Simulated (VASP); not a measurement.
A run of VASP 6.6.1 is set up as follows.

Contents of INCAR:

```
SYSTEM = LiCl
PREC     = Accurate       ! precision mode
ENCUT    = 520            ! plane-wave cutoff, eV
EDIFF    = 1E-6           ! SCF threshold, eV
ISMEAR   = -1             ! smearing method
SIGMA    = 0.02           ! smearing width, eV
LREAL    = .FALSE.        ! projectors in reciprocal space
LASPH    = .TRUE.         ! aspherical terms in the spheres
NELM     = 100            ! most SCF steps
ALGO     = Normal         ! electronic algorithm
ISIF     = 2              ! what is computed and relaxed
LWAVE    = .FALSE.        ! write WAVECAR
LCHARG   = .TRUE.         ! write CHGCAR
GGA      = PE             ! functional
LELF     = .TRUE.         ! ELF
LVHAR    = .TRUE.       
NBANDS   = 12             ! bands
```

File KPOINTS:

```
Automatic mesh
0
G
  8 8 8
  0 0 0
```

The input POSCAR:

```
LiCl
1.0
    0.0255603699      2.5560369889      2.5560369889
    2.5560369889      0.0255603699      2.5560369889
    2.5815973587      2.5815973587     -0.0000000001
Li Cl
1 1
Direct
    0.0000000000      0.0000000000      0.0000000000
    0.5000000000      0.5000000000      0.5000000000
```

Potentials or basis: VASP PAW PBE potentials, release 64 (Li_sv, Cl).

Run with:

```console
$ cat potpaw_PBE.64/Li_sv/POTCAR potpaw_PBE.64/Cl/POTCAR > POTCAR
$ mpirun -np 1 vasp_std > vasp.out
```

(1) Estimate the band gap on the k mesh.

## Answers

(1) 6.34 eV, direct.

Caveat: the cell differs from its parent crystal (shear xy strain +2.0%).
